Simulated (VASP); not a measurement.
Here is a VASP 6.6.1 calculation.

File INCAR:

```
  PREC = Accurate
  ENCUT = 520
  EDIFF = 1E-6
  ISMEAR = -1
  SIGMA = 0.1
  LREAL = F
  LASPH = T
  NELM = 80
  ALGO = Normal
  ISIF = 2
  LWAVE = F
  LCHARG = F
  GGA = PE
  NBANDS = 12
```

Contents of KPOINTS:

```
regular mesh
0
Gamma
  14 14 13
```

File POSCAR:

```
Cd
1.0
    2.8034703717      0.0000000000      0.0000000000
   -1.4017351859      2.4278765607      0.0000000000
    0.0000000000      0.0000000000      2.8194403105
Cd
1
Direct
    0.0000000000      0.0000000000      0.0000000000
```

Potentials or basis: VASP PAW PBE potentials, release 64 (Cd).

Launch:

```bash
$ cat potpaw_PBE.64/Cd/POTCAR > POTCAR
$ mpirun -np 1 vasp_std > vasp.out
```

**Question.** Predict the pressure.

**Answer.** 21.3 GPa.

**Question.** What does it give for the band gap on the k mesh?

**Answer.** Zero (band 6 reaches 7.30 eV, above the bottom of band 7 at 1.16 eV).

Stress tensor (GPa, compression positive):
```
21.35  0.00  0.00
 0.00 21.35  0.00
 0.00  0.00 21.17
```
